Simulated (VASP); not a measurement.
Here is a VASP 6.6.1 calculation.

File INCAR:

```
ALGO = Normal
EDIFF = 1E-7
EDIFFG = -0.005
ENCUT = 450
GGA = PE
GGA_COMPAT = False
IBRION = 2
ISIF = 2
ISMEAR = 0
LASPH = True
LCHARG = False
LREAL = False
LWAVE = False
NELM = 120
NELMIN = 4
NSW = 80
PREC = Accurate
SIGMA = 0.02
```

The input KPOINTS:

```
k-points
0
Gamma
  8 6 8
```

POSCAR

```
ZnSe
1.0
    4.0537526140      0.0000000000      0.0000000000
    0.0000000000      5.7328719252      0.0000000000
    0.0000000000      0.0000000000      4.0537526140
Zn Se
2 2
Direct
    0.0000000000      0.0000000000      0.0000000000
    0.5000000000      0.5000000000      0.5000000000
    0.0000000000      0.2500000000      0.5000000000
    0.5000000000      0.7500000000      0.0000000000
```

Potentials or basis: VASP PAW PBE potentials, release 64 (Zn, Se).

Run with:

```bash
$ cat potpaw_PBE.64/Zn/POTCAR potpaw_PBE.64/Se/POTCAR > POTCAR
$ mpirun -np 1 vasp_std > vasp.out
```

**Question.** What does it give for the band gap on the k mesh?

**Answer.** 1.15 eV.

Final structure:
```
Zn Se
1.0
     4.05375    0.00000    0.00000
     0.00000    5.73287    0.00000
     0.00000    0.00000    4.05375
Zn Se
2 2
Direct
  0.00000 0.00000 0.00000
  0.50000 0.50000 0.50000
  0.00000 0.25000 0.50000
  0.50000 0.75000 0.00000
```

Caveat: the relaxation stopped at its first step, so nothing moved. PBE gaps usually lie below the measured ones, often by a third to a half.
